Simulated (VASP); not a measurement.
# SiO2 (P4_2/mnm) in VASP: notebook

SiO2 is run at these levels: LDA; tasks: single point.

All numbers are computed with VASP 6.6.1; they aren't measurements. Logs are shortened: lines on timing, memory, paths and dates and some standing lists are left out, and cuts for length are marked.

## 1. The cell of the first run

Symmetry: P4_2/mnm, No. 136, tetragonal system. The conventional cell has a = 4.218 Å, b = 4.218 Å, c = 2.335 Å, α = 90.00°, β = 90.00°, γ = 90.00°. Si (site symmetry mmm) has 6 O at 1.65 to 1.82 Å within 2.2 Å. Within 2.2 Å of O (site symmetry m2m) lie 3 Si at 1.65 to 1.82 Å.

## 2. Single point, LDA (6.92 Å³/atom)

Input file INCAR:

```
SYSTEM = SiO2
  ALGO = Normal
  EDIFF = 1E-7
  ENCUT = 520
  ISIF = 2
  ISMEAR = 0
  LASPH = .True.
  LCHARG = .False.
  LREAL = .False.
  LWAVE = .False.
  NBANDS = 25
  NELM = 80
  PREC = Accurate
  SIGMA = 0.05
```

Input file KPOINTS:

```
k-points
0
Gamma
  6 6 10
  0 0 0
```

Input file POSCAR:

```
SiO2
1.0
    4.2175187254      0.0000000000      0.0000000000
    0.0000000000      4.2175187254      0.0000000000
    0.0000000000      0.0000000000      2.3352401183
Si O
2 4
Direct
    0.5000000000      0.5000000000      0.5000000000
    0.0000000000      0.0000000000      0.0000000000
    0.6944252994      0.6944252994      0.0000000000
    0.1944252994      0.8055747006      0.5000000000
    0.3055747006      0.3055747006      0.0000000000
    0.8055747006      0.1944252994      0.5000000000
```

Potentials or basis: VASP PAW LDA potentials, release 64 (Si, O).

Launch:

```sh
> cat potpaw_LDA.64/Si/POTCAR potpaw_LDA.64/O/POTCAR > POTCAR
> mpirun -np 1 vasp_std > vasp.out
```

OUTCAR:

```text
SYSTEM = SiO2
   EDIFF = 1E-7
   ENCUT = 520
   ISIF = 2
   ISMEAR = 0
   LASPH = .True.
   LREAL = .False.
   NELM = 80
   PREC = Accurate

 ion  position               nearest neighbor table
   1  0.500  0.500  0.500-   3 1.65   5 1.65   3 1.65   5 1.65   4 1.82   6 1.82
   2  0.000  0.000  0.000-   4 1.65   6 1.65   4 1.65   6 1.65   5 1.82   3 1.82
   3  0.694  0.694  0.000-   1 1.65   1 1.65   2 1.82
   4  0.194  0.806  0.500-   2 1.65   2 1.65   1 1.82
   5  0.306  0.306  0.000-   1 1.65   1 1.65   2 1.82
   6  0.806  0.194  0.500-   2 1.65   2 1.65   1 1.82

  LATTYP: Found a simple tetragonal cell.
 ALAT       =     4.2175187254
 C/A-ratio  =     0.5537000000

  Lattice vectors:

 A1 = (   4.2175187254,   0.0000000000,   0.0000000000)
 A2 = (   0.0000000000,   4.2175187254,   0.0000000000)
 A3 = (   0.0000000000,   0.0000000000,   2.3352401183)

Analysis of symmetry for initial positions (statically):
=====================================================================
 Subroutine PRICEL returns:
 Original cell was already a primitive cell.

 Routine SETGRP: Setting up the symmetry group for a
 simple tetragonal supercell.

 Subroutine GETGRP returns: Found 16 space group operations
 (whereof  8 operations were pure point group operations)
 out of a pool of 16 trial point group operations.

The static configuration has the point symmetry D_2h.
 The point group associated with its full space group is D_4h.

Analysis of symmetry for dynamics (positions and initial velocities):
=====================================================================
 Subroutine PRICEL returns:
 Original cell was already a primitive cell.

 Routine SETGRP: Setting up the symmetry group for a
 simple tetragonal supercell.

 Subroutine GETGRP returns: Found 16 space group operations
 (whereof  8 operations were pure point group operations)
 out of a pool of 16 trial point group operations.

The dynamic configuration has the point symmetry D_2h.
 The point group associated with its full space group is D_4h.

 Subroutine INISYM returns: Found 16 space group operations
 (whereof  8 operations are pure point group operations),
 and found     1 'primitive' translations

----------------------------------------------------------------------------------------

                                     Primitive cell

  volume of cell :      41.5380

  direct lattice vectors                    reciprocal lattice vectors
     4.217518725  0.000000000  0.000000000     0.237106238  0.000000000  0.000000000
     0.000000000  4.217518725  0.000000000     0.000000000  0.237106238  0.000000000
     0.000000000  0.000000000  2.335240118     0.000000000  0.000000000  0.428221489

  length of vectors
     4.217518725  4.217518725  2.335240118     0.237106238  0.237106238  0.428221489

  position of ions in fractional coordinates (direct lattice)
     0.500000000  0.500000000  0.500000000
     0.000000000  0.000000000  0.000000000
     0.694425299  0.694425299  0.000000000
     0.194425299  0.805574701  0.500000000
     0.305574701  0.305574701  0.000000000
     0.805574701  0.194425299  0.500000000

  ion indices of the primitive-cell ions
   primitive index   ion index
                 1           1
                 2           2
                 3           3
                 4           4
                 5           5
                 6           6

----------------------------------------------------------------------------------------

 KPOINTS: k-points

Automatic generation of k-mesh.
 Grid dimensions read from file:
 generate k-points for:    6    6   10

 Generating k-lattice:

  Cartesian coordinates                     Fractional coordinates (reciprocal lattice)
     0.039517706  0.000000000  0.000000000     0.166666667  0.000000000  0.000000000
     0.000000000  0.039517706  0.000000000     0.000000000  0.166666667  0.000000000
     0.000000000  0.000000000  0.042822149     0.000000000  0.000000000  0.100000000

  Length of vectors
     0.039517706  0.039517706  0.042822149

  Shift w.r.t. Gamma in fractional coordinates (k-lattice)
     0.000000000  0.000000000  0.000000000

 Subroutine IBZKPT returns following result:
 ===========================================

 Found     60 irreducible k-points:

 Following reciprocal coordinates:
            Coordinates               Weight
  0.000000  0.000000  0.000000      1.000000
  0.166667  0.000000  0.000000      4.000000
  0.333333  0.000000  0.000000      4.000000
  0.500000  0.000000  0.000000      2.000000
  0.166667  0.166667  0.000000      4.000000
  0.333333  0.166667  0.000000      8.000000
[... 16 lines left out ...]
  0.333333  0.000000  0.200000      8.000000
  0.500000  0.000000  0.200000      4.000000
 [... further k-points ...]
   k-points           NKPTS =     60   k-points in BZ     NKDIM =     60   number of bands    NBANDS=     25
   number of dos      NEDOS =    301   number of ions     NIONS =      6
   total plane-waves  NPLWV =  18432
   dimension x,y,z NGX =    32 NGY =   32 NGZ =   18
   dimension x,y,z NGXF=    64 NGYF=   64 NGZF=   36
   ions per type =               2   4
   NGX,Y,Z   is equivalent  to a cutoff of  12.61, 12.61, 12.81 a.u.
   NGXF,Y,Z  is equivalent  to a cutoff of  25.23, 25.23, 25.63 a.u.
 SYSTEM =  SiO2
   PREC   = accura    normal or accurate (medium, high low for compatibility)
   ISTART =      0    job   : 0-new  1-cont  2-samecut
   ICHARG =      2    charge: 1-file 2-atom 10-const
   ISPIN  =      1    spin polarized calculation?
   LNONCOLLINEAR =      F non collinear calculations
   LSORBIT =      F    spin-orbit coupling
   LASPH  =      T    aspherical Exc in radial PAW
   ENCUT  =  520.0 eV  38.22 Ry    6.18 a.u.   7.84  7.84  4.34*2*pi/ulx,y,z
   NELM   =     80;   NELMIN=  2; NELMDL= -5     # of ELM steps
   EDIFF  = 0.1E-06   stopping-criterion for ELM
   LREAL  =      F    real-space projection
   EDIFFG = 0.1E-05   stopping-criterion for IOM
   NSW    =      0    number of steps for IOM
   IBRION =     -1    ionic relax: 0-MD 1-quasi-New 2-CG
   NFREE  =      0    steps in history (QN), initial steepest desc. (CG)
   ISIF   =      2    stress and relaxation
   ISYM   =      2    0-nonsym 1-usesym 2-fastsym
   POTIM  = 0.5000    time-step for ionic-motion
   TEBEG  =    0.0;   TEEND  =   0.0 temperature during run
   PSTRESS=    0.0 pullay stress
   NELECT =      32.0000    total number of electrons
   NUPDOWN=      -1.0000    fix difference up-down
   EMIN   =  10.00;   EMAX   =-10.00  energy-range for DOS
   EFERMI =   0.00;   METHOD = LEGACY
   ISMEAR =     0;   SIGMA  =   0.05  broadening in eV -4-tet -1-fermi 0-gaus
   EFERMI_NEDOS =   21; number of points for ismear=-14 and -15
   IALGO  =     38    algorithm
   IMIX   =      4    mixing-type and parameters
     AMIX     =   0.40;   BMIX     =  1.00
     AMIX_MAG =   1.60;   BMIX_MAG =  1.00
  volume/ion in A,a.u.               =       6.92        46.72
  Fermi-wavevector in a.u.,A,eV,Ry     =   1.500754  2.836015 30.643910  2.252264
  Thomas-Fermi vector in A             =   2.612214
   LORBIT       =      0    0 simple, 1 ext, 2 COOP (PROOUT), +10 PAW based schemes
   GGA     = CA    functional components
   LHFCALC =     F    Hartree Fock is set to
   AEXX    =    0.0000 exact exchange contribution
   IVDW    =     0    specifies the selected vdW correction
   LEPSILON=     F    determine dielectric tensor
   LRPA    =     F    only Hartree local field effects (RPA)
 non-spin polarized calculation
 Gauss-broadening in eV      SIGMA  =   0.05
  energy-cutoff  :      520.00
  volume of cell :       41.54
 maximum number of plane-waves:      1140
 NGX is ok and might be reduce to    32
   NGX = 15   NGY = 15   NGZ =  9

 number of electron      32.0000027 magnetization

 Free energy of the ion-electron system (eV)
  ---------------------------------------------------
  ext. energy  EPLUGINS =         0.00000000
  ---------------------------------------------------
  free energy    TOTEN  =       -49.89542289 eV

  energy without entropy =      -49.89542289  energy(sigma->0) =      -49.89542289

 E-fermi :   9.6486     XC(G=0): -13.2764

 val. band max:        9.3238327662   @ k =   0.0000   0.0000   0.0000
 cond. band min:      16.9049113347   @ k =   0.0000   0.0000   0.0000
 fundamental gap:      7.5810785685
 Fermi energy:         9.6485921350

 k-point     1 :       0.0000    0.0000    0.0000
  band No.  band energies     occupation
      1     -14.2481      2.00000
      2     -10.3358      2.00000
      3     -10.2934      2.00000
      4     -10.2934      2.00000
      5      -2.1158      2.00000
      6       1.6044      2.00000
[... 17 lines left out ...]
     24      25.2040      0.00000
     25      25.4637      0.00000

 k-point     2 :       0.1667    0.0000    0.0000
  band No.  band energies     occupation
      1     -14.1011      2.00000
      2     -11.1692      2.00000
      3     -10.2131      2.00000
      4      -9.7533      2.00000
      5      -2.0490      2.00000
      6       0.9226      2.00000
[... 17 lines left out ...]
     24      25.3503      0.00000
     25      25.4009      0.00000

 k-point     3 :       0.3333    0.0000    0.0000
  band No.  band energies     occupation
      1     -13.6700      2.00000
      2     -12.1167      2.00000
      3      -9.9994      2.00000
      4      -9.5920      2.00000
      5      -1.7488      2.00000
      6      -0.1664      2.00000
[... 17 lines left out ...]
     24      24.7901      0.00000
     25      25.7469      0.00000

 k-point     4 :       0.5000    0.0000    0.0000
  band No.  band energies     occupation
      1     -12.9873      2.00000
      2     -12.9873      2.00000
      3      -9.7392      2.00000
      4      -9.7392      2.00000
      5      -1.1090      2.00000
      6      -1.1090      2.00000
[... 17 lines left out ...]
     24      24.2648      0.00000
     25      25.5986      0.00000

 k-point     5 :       0.1667    0.1667    0.0000
  band No.  band energies     occupation
      1     -13.9581      2.00000
      2     -11.3961      2.00000
      3     -10.3921      2.00000
      4      -9.6018      2.00000
      5      -1.9218      2.00000
      6       1.0993      2.00000
[... 17 lines left out ...]
     24      25.3382      0.00000
     25      25.6212      0.00000

 k-point     6 :       0.3333    0.1667    0.0000
  band No.  band energies     occupation
      1     -13.5406      2.00000
      2     -12.0975      2.00000
      3     -10.2773      2.00000
      4      -9.6594      2.00000
      5      -1.4862      2.00000
      6       0.2333      2.00000
[... 17 lines left out ...]
     24      24.6825      0.00000
     25      25.6137      0.00000
[... 393 lines left out ...]
 k-point    21 :       0.0000    0.0000    0.2000
  band No.  band energies     occupation
      1     -13.5031      2.00000
      2      -9.9635      2.00000
      3      -9.8031      2.00000
      4      -9.8031      2.00000
      5      -1.6290      2.00000
      6       2.2109      2.00000
[... 17 lines left out ...]
     24      24.7141      0.00000
     25      25.3545      0.00000

 k-point    22 :       0.1667    0.0000    0.2000
  band No.  band energies     occupation
      1     -13.3630      2.00000
      2     -10.6429      2.00000
      3      -9.7358      2.00000
      4      -9.3939      2.00000
      5      -1.4871      2.00000
      6       1.4299      2.00000
[... 17 lines left out ...]
     24      24.7813      0.00000
     25      24.8488      0.00000

 k-point    23 :       0.3333    0.0000    0.2000
  band No.  band energies     occupation
      1     -12.9538      2.00000
      2     -11.5026      2.00000
      3      -9.5591      2.00000
      4      -9.2462      2.00000
      5      -1.0932      2.00000
      6       0.4012      2.00000
[... 17 lines left out ...]
     24      24.5246      0.00000
     25      24.9025      0.00000

 k-point    24 :       0.5000    0.0000    0.2000
  band No.  band energies     occupation
      1     -12.3110      2.00000
      2     -12.3110      2.00000
      3      -9.3516      2.00000
      4      -9.3516      2.00000
      5      -0.4638      2.00000
      6      -0.4638      2.00000
[... 17 lines left out ...]
     24      24.2530      0.00000
     25      25.2529      0.00000

 [... further k-points ...]
[... 5 lines left out ...]
  --------------------------------------------------------------------------------------
  -------------------------------------------------------------------------------------
  Total        5.0045821      5.0045821     34.8845703      0.0000000      0.0000000      0.0000000
  in kB      193.0335595    193.0335595   1345.5454689      0.0000000      0.0000000      0.0000000
  external PRESSURE =     577.2041960 kB  Pullay stress =       0.0000000 kB

 VOLUME and BASIS-vectors are now :
 -----------------------------------------------------------------------------
  energy-cutoff  :      520.00
  volume of cell :       41.54
      direct lattice vectors                 reciprocal lattice vectors
     4.217518725  0.000000000  0.000000000     0.237106238  0.000000000  0.000000000
     0.000000000  4.217518725  0.000000000     0.000000000  0.237106238  0.000000000
     0.000000000  0.000000000  2.335240118     0.000000000  0.000000000  0.428221489

 POSITION                                       TOTAL-FORCE (eV/Angst)
 -----------------------------------------------------------------------------------
      2.10876      2.10876      1.16762         0.000000      0.000000      0.000000
      0.00000      0.00000      0.00000         0.000000      0.000000      0.000000
      2.92875      2.92875      0.00000         0.404557      0.404557     -0.000000
      0.81999      3.39753      1.16762         0.404557     -0.404557      0.000000
      1.28877      1.28877      0.00000        -0.404557     -0.404557      0.000000
      3.39753      0.81999      1.16762        -0.404557      0.404557     -0.000000
 -----------------------------------------------------------------------------------
    total drift:                                0.000000      0.000000     -0.000000

  FREE ENERGIE OF THE ION-ELECTRON SYSTEM (eV)
  ---------------------------------------------------
  free  energy   TOTEN  =       -49.8954228939 eV

  energy  without entropy=      -49.8954228939  energy(sigma->0) =      -49.89542289
```

It took 57 s on 1 thread of Intel Xeon 8259CL, shared host; peak memory 0.16 GiB.

Results:

| Quantity | Value |
| --- | --- |
| Free energy | -49.8954 eV |
| Pressure | 57.7 GPa |
| Largest force | 0.572 eV/Å |
| Band gap on the k mesh | 7.58 eV |

Forces in eV/Å, atoms in the order of the input:
```
Si   0.000  0.000  0.000
Si   0.000  0.000  0.000
O    0.405  0.405  0.000
O    0.405 -0.405  0.000
O   -0.405 -0.405  0.000
O   -0.405  0.405  0.000
```

Levels at points of the mesh, in eV from the valence-band top:
| k point | band 14 | band 15 | band 16 | band 17 | band 18 | band 19 |
| --- | --- | --- | --- | --- | --- | --- |
| (0.00, 0.00, 0.00) | -1.04 | -1.04 | 0.00 | 7.58 | 9.66 | 11.17 |
| (0.50, 0.00, 0.00) | -1.73 | -1.30 | -1.30 | 9.52 | 9.52 | 11.41 |
| (0.50, 0.50, 0.00) | -2.54 | -2.22 | -2.22 | 9.84 | 9.84 | 11.47 |
| (0.00, 0.00, 0.50) | -2.96 | -2.90 | -2.90 | 10.30 | 10.30 | 12.89 |
| (0.50, 0.00, 0.50) | -2.62 | -1.82 | -1.82 | 9.49 | 9.49 | 9.88 |
| (0.50, 0.50, 0.50) | -2.10 | -1.59 | -1.59 | 8.00 | 8.00 | 11.33 |

Caveat: the cell stands under pressure. A k mesh can miss the band edges.

## 3. Single point, LDA (6.92 Å³/atom)

Input file INCAR:

```
  ALGO = Normal
  EDIFF = 1E-7
  ENCUT = 520
  GGA = CA
  ISIF = 2
  ISMEAR = 0
  LASPH = True
  LCHARG = True
  LELF = True
  LREAL = False
  LVHAR = True
  LWAVE = False
  NBANDS = 25
  NELM = 100
  PREC = Accurate
  SIGMA = 0.05
```

Input file KPOINTS:

```
k-points
0
Gamma
  6 6 10
```

POSCAR, as its differences from that of step 2:

```diff
@@ -2,5 +2,5 @@
 1.0
-    4.2175187254      0.0000000000      0.0000000000
-    0.0000000000      4.2175187254      0.0000000000
-    0.0000000000      0.0000000000      2.3352401183
+    4.0177136918      0.0000000000      0.0000000000
+    0.0000000000      4.0177136918      0.0000000000
+    0.0000000000      0.0000000000      2.5732833613
 Si O
```

Potentials or basis: VASP PAW LDA potentials, release 64 (Si, O).

Launch:

```sh
> cat potpaw_LDA.64/Si/POTCAR potpaw_LDA.64/O/POTCAR > POTCAR
> mpirun -np 1 vasp_std > vasp.out
```

Run time: 72 s. Hardware: 1 thread of Intel Xeon 8259CL, shared host; peak memory 0.16 GiB.

It converged, with:

```
Free energy            : -51.3930 eV
Pressure               : 43.5 GPa
Largest force          : 0.785 eV/Å
Band gap on the k mesh : 6.75 eV
```

Forces in eV/Å, atoms in the order of the input:
```
Si   0.000  0.000  0.000
Si   0.000  0.000  0.000
O    0.555  0.555  0.000
O    0.555 -0.555  0.000
O   -0.555 -0.555  0.000
O   -0.555  0.555  0.000
```

Stress tensor (GPa, compression positive):
```
40.38  0.00  0.00
 0.00 40.38  0.00
 0.00  0.00 49.63
```

Levels at points of the mesh, in eV from the valence-band top:
| k point | band 12 | band 13 | band 14 | band 15 | band 16 | band 17 | band 18 | band 19 | band 20 | band 21 |
| --- | --- | --- | --- | --- | --- | --- | --- | --- | --- | --- |
| (0.00, 0.00, 0.00) | -3.55 | -2.66 | -0.96 | -0.96 | 0.00 | 6.75 | 7.76 | 9.24 | 9.24 | 11.10 |
| (0.50, 0.00, 0.00) | -4.50 | -2.99 | -2.99 | -1.20 | -1.20 | 8.86 | 8.86 | 9.91 | 9.91 | 11.68 |
| (0.50, 0.50, 0.00) | -3.71 | -3.00 | -3.00 | -2.72 | -2.72 | 8.55 | 8.55 | 10.91 | 10.91 | 13.95 |
| (0.00, 0.00, 0.50) | -5.12 | -3.78 | -3.78 | -3.15 | -3.15 | 10.43 | 10.43 | 13.56 | 13.56 | 13.93 |
| (0.50, 0.00, 0.50) | -4.61 | -2.60 | -2.60 | -2.09 | -2.09 | 9.68 | 9.68 | 11.04 | 11.04 | 12.55 |
| (0.50, 0.50, 0.50) | -4.93 | -1.99 | -1.99 | -1.84 | -1.84 | 8.51 | 8.51 | 11.58 | 11.58 | 11.90 |

Caveat: the cell stands under pressure. A k mesh can miss the band edges.
